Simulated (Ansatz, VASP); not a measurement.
Y: VASP beside Ansatz

```
CELL_PARAMETERS angstrom
3.69955 0.00000 0.00000
-1.84978 3.20390 0.00000
0.00000 0.00000 5.82303
ATOMIC_POSITIONS crystal
Y 0.33333 0.66667 0.25000
Y 0.66667 0.33333 0.75000
```

Change from the starting cell: volume scaled by 1.04, PAW files.

Alike in both runs: task electric field gradients; functional PBE; k mesh 12 × 12 × 7; occupations fermi-dirac, width 0.08 eV; no spin polarisation.

|  | VASP | Ansatz |
| --- | --- | --- |
| version | VASP 6.6.1 | Ansatz 0.2.0 |
| potentials or method | VASP PAW PBE potentials, release 64 (Y_sv) | PAW with Ansatz's default frozen-core files, scalar-relativistic |
| plane-wave cutoff (eV) | 520 | 420 |
| valence electrons in the cell | 22 | 22 |

VASP gave:

* pressure (GPa): -1.9
* traceless stress, the component that is largest in VASP (GPa): -0.34
* size of Vzz on the site where it differs most (V/Å²): 23.6

Q: Which values does Ansatz return?

A: Pressure (GPa): -1.8; traceless stress, the component that is largest in VASP (GPa): -0.34; size of Vzz on the site where it differs most (V/Å²): 24.9.

The functional is the same, so the differences come from potentials, cutoffs and numerics.
